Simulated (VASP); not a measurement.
AlFe: single point with PBE+D3(BJ)

AlFe:

```
Al Fe
1.0
     2.84399    0.00000    0.00000
     0.00000    2.84399    0.00000
     0.00000    0.00000    2.84399
Al Fe
1 1
Direct
  0.00000 0.00000 0.00000
  0.50000 0.50000 0.50000
```

| Quantity | Value |
| --- | --- |
| Program | VASP 6.6.1 |
| Task | single point |
| Functional | PBE |
| Dispersion | D3(BJ) |
| Potentials or basis | VASP PAW PBE potentials, release 64 (Al, Fe) |
| Cutoff | 520 eV |
| k mesh | 14 × 14 × 14 |
| Occupations | gaussian, width 0.1 eV |
| Spin | collinear spin, ferromagnetic start |
| Starting moments | [0.0, 0.77] μB |

| Quantity | Value |
| --- | --- |
| Pressure | 0.0 GPa |
| Net moment | 0.65 μB per cell |
| Site moments | Al -0.02; Fe +0.69 μB |
| Valence electrons inside the program's atomic spheres | Al 0.86; Fe 7.49 |
| Dispersion energy per atom | -0.415 eV |

Levels at points of the mesh, in eV from the Fermi level:
Spin up:
```tsv
k point	band 3	band 4	band 5	band 6	band 7	band 8	band 9	band 10
(0.00, 0.00, 0.00)	-2.59	-0.34	-0.34	-0.34	6.56	6.56	6.56	9.50
(0.50, 0.00, 0.00)	-1.93	-1.33	-1.33	-0.21	1.00	8.80	11.28	11.28
(0.50, 0.50, 0.00)	-2.14	-2.14	-1.09	-1.09	0.53	3.42	4.29	13.24
(0.50, 0.50, 0.50)	-3.71	0.57	0.57	3.02	3.02	3.02	4.60	6.15
```
Spin down:
| k point | band 1 | band 2 | band 3 | band 4 | band 5 | band 6 | band 7 | band 8 | band 9 | band 10 |
| --- | --- | --- | --- | --- | --- | --- | --- | --- | --- | --- |
| (0.00, 0.00, 0.00) | -10.57 | -2.26 | -2.26 | 0.45 | 0.45 | 0.45 | 6.60 | 6.60 | 6.60 | 9.57 |
| (0.50, 0.00, 0.00) | -6.30 | -6.06 | -1.54 | -0.64 | -0.64 | 0.59 | 1.46 | 8.69 | 11.37 | 11.37 |
| (0.50, 0.50, 0.00) | -4.79 | -2.32 | -2.14 | -2.14 | -0.38 | -0.38 | 1.02 | 3.73 | 4.80 | 13.19 |
| (0.50, 0.50, 0.50) | -3.33 | -3.33 | -3.33 | 1.07 | 1.07 | 3.09 | 3.09 | 3.09 | 4.54 | 6.54 |

It took 40 s on 1 thread of Intel(R) Xeon(R) 6975P-C (Granite Rapids) (shared host), peak memory 0.21 GiB.
